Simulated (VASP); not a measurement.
Set up this calculation in VASP 6.6.1, as the native input.

```
Task                   : relaxation of cell and atoms
Functional             : PBE
Potentials or basis    : VASP PAW PBE potentials, release 64 (Sc_sv, Sb, P)
Cutoff                 : 600 eV
k mesh                 : 4 × 4 × 4
Occupations            : gaussian, width 0.1 eV
Spin                   : no spin polarisation
Dipole correction      : no
Further INCAR settings : ALGO = Normal; EDIFF = 1e-06; IBRION = 2; EDIFFG = -0.04; NSW = 90; ISIF = 3
```

The structure of Sc3SbP2 lies in POSCAR:

```
Sc3SbP2
1.0
    4.0210367900      0.0000000000      0.0000000000
    0.0000000000      4.0210367900      0.0000000000
    0.0000000000      0.0000000000      6.6887373300
Sc Sb P
3 1 2
Direct
    0.0000000000      0.0000000000      0.0000000000
    0.5000000000      0.0000000000      0.6756250300
    0.0000000000      0.5000000000      0.3243749700
    0.5000000000      0.5000000000      0.0000000000
    0.5000000000      0.0000000000      0.2671410100
    0.0000000000      0.5000000000      0.7328589900
```

The cell was generated, and may not be a known phase.

The input as run:

INCAR

```
PREC = Accurate
ENCUT = 600
EDIFF = 1E-6
ISMEAR = 0
SIGMA = 0.1
LREAL = F
LASPH = T
NELM = 80
ALGO = Normal
ISIF = 3
LWAVE = F
LCHARG = F
GGA = PE
IBRION = 2
NSW = 90
EDIFFG = -0.04
```

KPOINTS

```
regular mesh
0
Gamma
  4 4 4
```

Potentials or basis: VASP PAW PBE potentials, release 64 (Sc_sv, Sb, P).

Launch:

```sh
$ cat potpaw_PBE.64/Sc_sv/POTCAR potpaw_PBE.64/Sb/POTCAR potpaw_PBE.64/P/POTCAR > POTCAR
$ mpirun -np 1 vasp_std > vasp.out
```

It gave:

```
Relaxed volume                        : 19.81 Å³/atom
Relaxed cell                          : a = 3.914 Å, b = 3.914 Å, c = 7.759 Å, α = 90.00°, β = 90.00°, γ = 90.00°
Space group after relaxing (to 0.1 Å) : P-4m2 (No. 115)
Energy gained by relaxing             : 383.3 meV/atom
Ionic steps                           : 11
Pressure after relaxing               : 0.1 GPa
Largest force after relaxing          : 0.017 eV/Å
Band gap on the k mesh                : zero (bands 24 and 25 overlap by 0.91 eV)
```

Caveat: the k points lie up to 0.40 Å⁻¹ apart in the final cell, too coarse for converged energies and pressures of a metal; a cell axis changed by over 15 % at a fixed basis, so the end point is rough; spin-orbit coupling is left out, which moves the levels of the heavy elements.

Wall time 12 min on 1 thread of Oxide Virtual Turin-like Processor (shared host), peak memory 0.23 GiB.
